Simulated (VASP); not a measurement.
Input of a VASP 6.6.1 run:

The input INCAR:

```
PREC = Accurate
ENCUT = 910
EDIFF = 1E-6
ISMEAR = 0
SIGMA = 0.01
LREAL = False
LASPH = True
NELM = 120
ALGO = Normal
ISIF = 2
LWAVE = False
LCHARG = False
GGA = CA
NBANDS = 26
GGA_COMPAT = False
```

The input KPOINTS:

```
regular mesh
0
Gamma
  12 12 6
```

Contents of POSCAR:

```
GaN
1.0
    3.1518084845      0.0000000000      0.0000000000
   -1.5759042423      2.7295462154      0.0000000000
    0.0000000000      0.0000000000      5.1384146511
Ga N
2 2
Direct
    0.3333333333      0.6666666667     -0.0007033890
    0.6666666667      0.3333333333      0.4992966110
    0.3333333333      0.6666666667      0.3757033890
    0.6666666667      0.3333333333      0.8757033890
```

Potentials or basis: VASP PAW LDA potentials, release 64 (Ga_d, N_h).

The run is started by

```console
$ cat potpaw_LDA.64/Ga_d/POTCAR potpaw_LDA.64/N_h/POTCAR > POTCAR
$ mpirun -np 1 vasp_std > vasp.out
```

Q: Predict the pressure.

A: 1.1 GPa.

Q: What does it give for the band gap on the k mesh?

A: 2.15 eV, direct.

Caveat: the cutoff is under 1.25 times the usual one of these potentials, so pressure, stress and relaxed cells hold a basis-set (Pulay) error. A hybrid or GW would open this gap; LDA tends to underestimate it.
